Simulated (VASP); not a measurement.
## Ru: single point with PBEsol

Slab: Ru, a slab with vacuum.

```
Ru
1.0
     2.68952    0.00000    0.00000
     0.00000    4.25192    0.00000
     0.00000    0.00000   27.42238
Ru
12
Direct
  0.00000 0.75000 0.27350
  0.50000 0.25000 0.30181
  0.50000 0.75000 0.35844
  0.00000 0.25000 0.38675
  0.00000 0.75000 0.44337
  0.50000 0.25000 0.47169
  0.50000 0.75000 0.52831
  0.00000 0.25000 0.55663
  0.00000 0.75000 0.61325
  0.50000 0.25000 0.64156
  0.50000 0.75000 0.69819
  0.00000 0.25000 0.72650
```

```json
{
  "Program": "VASP 6.6.1",
  "Task": "single point",
  "Functional": "PBEsol",
  "Potentials or basis": "VASP PAW PBE potentials, release 64 (Ru_pv)",
  "Cutoff": "520 eV",
  "k mesh": "13 × 8 × 1",
  "Occupations": "gaussian, width 0.1 eV",
  "Spin": "no spin polarisation",
  "Dipole correction": "yes",
  "Further INCAR settings": "ALGO = Normal; EDIFF = 1e-07; NBANDS = 96"
}
```

```json
{"Largest force": "0.911 eV/Å", "Band gap on the k mesh": "zero (band 84 reaches 5.25 eV, above the bottom of band 85 at 3.38 eV)"}
```

Forces in eV/Å, atoms in the order of the input:
```
Ru   0.000  0.000  0.911
Ru   0.000  0.000 -0.166
Ru   0.000  0.000 -0.491
Ru   0.000  0.000 -0.278
Ru   0.000  0.000 -0.016
Ru   0.000  0.000 -0.104
Ru   0.000  0.000  0.104
Ru   0.000  0.000  0.016
Ru   0.000  0.000  0.278
Ru   0.000  0.000  0.491
Ru   0.000  0.000  0.166
Ru   0.000  0.000 -0.911
```

Levels at points of the mesh, in eV from the Fermi level:
```csv
k point,band 81,band 82,band 83,band 84,band 85,band 86,band 87,band 88
"(0.00, 0.00, 0.00)",-1.29,-1.25,-1.19,-1.10,-0.92,-0.66,-0.63,-0.08
"(0.00, 0.50, 0.00)",-0.74,-0.74,-0.11,-0.11,0.44,0.44,0.48,0.48
```

Wall time 63 min on 1 thread of Intel(R) Xeon(R) Platinum 8259CL CPU @ 2.50GHz (Skylake/Cascade Lake) (shared host), peak memory 0.78 GiB.

Caveat: the PAW data sets were made with another functional, which shifts forces and pressure a little.
